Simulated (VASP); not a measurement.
Set up this calculation in VASP 6.6.1, as the native input.

| Quantity | Value |
| --- | --- |
| Task | single point |
| Functional | LDA |
| Potentials or basis | VASP PAW LDA potentials, release 64 (Au) |
| Cutoff | 520 eV |
| k mesh | 11 × 11 × 11 |
| Occupations | fermi-dirac, width 0.05 eV |
| Spin | non-collinear spin, zero start, spin-orbit coupling |
| Starting moments | [[0.0, 0.0, 0.0]] μB |
| Dipole correction | no |
| Further INCAR settings | ALGO = Fast; EDIFF = 1e-07; NBANDS = 22 |

The structure of Au lies in POSCAR:

```
Au
1.0
    0.0000000000      2.0350000000      2.0350000000
    2.0350000000      0.0000000000      2.0350000000
    2.0350000000      2.0350000000      0.0000000000
Au
1
Direct
    0.0000000000      0.0000000000      0.0000000000
```

One way to write it, as run:

INCAR

```
SYSTEM = Au
ALGO = Fast ; EDIFF = 1E-7
ENCUT = 520 ; GGA = CA
GGA_COMPAT = .FALSE. ; ISIF = 2
ISMEAR = -1 ; LASPH = .TRUE.
LCHARG = .FALSE. ; LMAXMIX = 4
LNONCOLLINEAR = .TRUE. ; LORBIT = 11
LORBMOM = .TRUE. ; LREAL = .FALSE.
LSORBIT = .TRUE. ; LWAVE = .FALSE.
MAGMOM = 0 0 0 ; NBANDS = 22
NELM = 150 ; PREC = Accurate
SIGMA = 0.05
```

KPOINTS

```
k-points
0
G
  11 11 11
  0 0 0
```

Potentials or basis: VASP PAW LDA potentials, release 64 (Au).

Run with:

```console
$ cat potpaw_LDA.64/Au/POTCAR > POTCAR
$ mpirun -np 1 vasp_ncl > vasp.out
```

It gave:

```yaml
Pressure: -3.8 GPa
Net_moment: 0.00 μB per cell
Valence_electrons_inside_the_program's_atomic_spheres: Au 9.67
```

Wall time 50 s on 1 thread of Intel(R) Xeon(R) Platinum 8259CL CPU @ 2.50GHz (Skylake/Cascade Lake) (shared host), peak memory 0.19 GiB.
